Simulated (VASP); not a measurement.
A run of VASP 6.6.1 is set up as follows.

The input INCAR:

```
SYSTEM = LuH2
PREC = Accurate
ENCUT = 600
EDIFF = 1E-6
ISMEAR = -1
SIGMA = 0.1
LREAL = .FALSE.
LASPH = .TRUE.
NELM = 60
ALGO = Normal
ISIF = 3
LWAVE = .FALSE.
LCHARG = .FALSE.
GGA = PS
IBRION = 2
NSW = 100
EDIFFG = -0.002
PSTRESS = 10.0
```

KPOINTS

```
Automatic mesh
0
G
  14 14 14
  0 0 0
```

The input POSCAR:

```
LuH2
1.0
    0.0000000000      2.4795139380      2.4795139380
    2.4795139380      0.0000000000      2.4795139380
    2.4795139380      2.4795139380      0.0000000000
Lu H
1 2
Direct
    0.0000000000      0.0000000000      0.0000000000
    0.2500000000      0.2500000000      0.2500000000
    0.7500000000      0.7500000000      0.7500000000
```

Potentials or basis: VASP PAW PBE potentials, release 64 (Lu, H).

Launch:

```bash
$ cat potpaw_PBE.64/Lu/POTCAR potpaw_PBE.64/H/POTCAR > POTCAR
$ mpirun -np 1 vasp_std > vasp.out
```

(1) What does it give for the relaxed volume?

(2) Predict the relaxed cell.

Results:

(1) 10.10 Å³/atom.

(2) a = 3.500 Å, b = 3.500 Å, c = 3.500 Å, α = 60.00°, β = 60.00°, γ = 60.00°.

Caveat: the cell is relaxed towards a set pressure, so the run minimises the enthalpy, not the energy; the PAW data sets were made with another functional, which shifts forces and pressure a little.
